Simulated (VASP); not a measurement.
## CuSi16 (a cell with a defect): single point with PBEsol

The system is CuSi16 (a cell with a defect).

```
Si Cu
1.0
     0.00000    5.43000    5.43000
     5.43000    0.00000    5.43000
     5.43000    5.43000    0.00000
Si Cu
16 1
Direct
  0.00595 0.00552 0.97949
  0.12681 0.12636 0.11168
  0.98567 0.98527 0.48593
  0.10988 0.10983 0.60969
  0.00453 0.49944 0.00028
  0.13542 0.62045 0.12078
  0.00578 0.47949 0.50606
  0.12688 0.61115 0.62714
  0.49990 0.00396 0.00025
  0.62075 0.13492 0.12081
  0.47960 0.00541 0.50613
  0.61149 0.12641 0.62711
  0.50773 0.50718 0.00809
  0.63141 0.63087 0.13172
  0.49999 0.49949 0.50485
  0.62065 0.62038 0.63572
  0.84246 0.84230 0.34245
```

```json
{"Program": "VASP 6.6.1", "Task": "single point", "Functional": "PBEsol", "Potentials or basis": "VASP PAW PBE potentials, release 64 (Si, Cu)", "Cutoff": "520 eV", "k mesh": "2 × 2 × 2", "Occupations": "fermi-dirac, width 0.05 eV", "Spin": "no spin polarisation", "Dipole correction": "no", "Charge": "1", "Further INCAR settings": "LREAL = Auto; ALGO = Normal; EDIFF = 1e-06; NBANDS = 52; NELECT = 74.0"}
```

```yaml
Largest_force: 0.015 eV/Å
```

Forces on the atoms (eV/Å):
```
Si  -0.005 -0.006  0.011
Si  -0.002 -0.002 -0.012
Si   0.004  0.004  0.004
Si  -0.001  0.000 -0.003
Si   0.001  0.003  0.004
Si   0.002 -0.001 -0.002
Si  -0.007  0.012 -0.007
Si  -0.002 -0.011 -0.003
Si   0.005  0.000  0.005
Si  -0.001  0.003 -0.002
Si   0.012 -0.006 -0.005
Si  -0.012 -0.002 -0.002
Si  -0.006 -0.007 -0.004
Si   0.007  0.007  0.008
Si   0.004  0.003  0.001
Si  -0.002 -0.001  0.002
Cu   0.003  0.004  0.004
```

Levels at points of the mesh, in eV from the Fermi level:
| k point | band 34 | band 35 | band 36 | band 37 | band 38 | band 39 | band 40 | band 41 |
| --- | --- | --- | --- | --- | --- | --- | --- | --- |
| (0.00, 0.00, 0.00) | -1.07 | -0.69 | -0.19 | 0.00 | 0.00 | 0.25 | 0.49 | 0.49 |
| (0.50, 0.00, 0.00) | -0.95 | -0.90 | -0.88 | -0.77 | 0.46 | 1.04 | 1.13 | 1.22 |
| (0.00, 0.50, 0.00) | -0.95 | -0.90 | -0.88 | -0.77 | 0.46 | 1.03 | 1.13 | 1.22 |
| (0.00, 0.00, 0.50) | -0.95 | -0.90 | -0.88 | -0.77 | 0.45 | 1.04 | 1.13 | 1.22 |
| (0.50, 0.50, 0.50) | -0.90 | -0.90 | -0.59 | -0.58 | 0.44 | 0.89 | 1.27 | 1.28 |
| (0.50, 0.50, 0.00) | -1.52 | -1.50 | -1.43 | -1.13 | 0.59 | 0.88 | 1.85 | 1.98 |
| (0.00, 0.50, 0.50) | -1.52 | -1.50 | -1.43 | -1.13 | 0.59 | 0.88 | 1.85 | 1.98 |
| (0.50, 0.00, 0.50) | -1.52 | -1.50 | -1.43 | -1.13 | 0.59 | 0.88 | 1.85 | 1.98 |

Wall time 6.3 min on 1 thread of Intel(R) Xeon(R) Platinum 8488C (Sapphire Rapids), on a shared host, peak memory 0.5 GiB.

Caveat: the k points lie up to 0.50 Å⁻¹ apart; the cell carries a net charge on a neutralising background, which shifts energy and pressure; the cell is charged against a uniform background, so pressure and absolute levels hang on convention; the PAW data sets were made with another functional, which shifts forces and pressure a little.
